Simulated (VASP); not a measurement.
# TePb: single point with revPBE

TePb:

```xyz
2
Lattice="0.0000 3.3156 3.3156 3.3156 0.0000 3.3156 3.3156 3.3156 0.0000" Properties=species:S:1:pos:R:3 pbc="T T T"
Pb    3.3156    3.3156    3.3156
Te    0.0000    0.0000    0.0000
```

```json
{
  "Program": "VASP 6.6.1",
  "Task": "single point",
  "Functional": "revPBE",
  "Potentials or basis": "VASP PAW PBE potentials, release 64 (Pb_d, Te)",
  "Cutoff": "500 eV",
  "k mesh": "6 × 6 × 6",
  "Occupations": "gaussian, width 0.05 eV",
  "Spin": "no spin polarisation"
}
```

The pressure is -0.1 GPa. The band gap on the k mesh is 0.93 eV, direct.

Levels at points of the mesh, in eV from the valence-band top:
| k point | band 6 | band 7 | band 8 | band 9 | band 10 | band 11 | band 12 | band 13 | band 14 | band 15 |
| --- | --- | --- | --- | --- | --- | --- | --- | --- | --- | --- |
| (0.00, 0.00, 0.00) | -11.39 | -5.75 | -1.06 | -1.06 | -1.06 | 4.02 | 4.02 | 4.02 | 5.99 | 5.99 |
| (0.50, 0.00, 0.00) | -10.15 | -8.19 | -0.66 | -0.66 | 0.00 | 0.93 | 1.48 | 1.48 | 8.38 | 9.11 |
| (0.50, 0.50, 0.00) | -9.97 | -7.16 | -3.89 | -2.36 | -2.36 | 3.67 | 5.23 | 5.23 | 6.31 | 9.92 |

It took 13 s on 1 thread of Intel(R) Xeon(R) Platinum 8559C (Emerald Rapids), on a shared host, peak memory 0.2 GiB.

Caveat: the PAW data sets were made with another functional, which shifts forces and pressure a little; spin-orbit coupling is left out, which moves the levels of the heavy elements. A k mesh can miss the band edges.
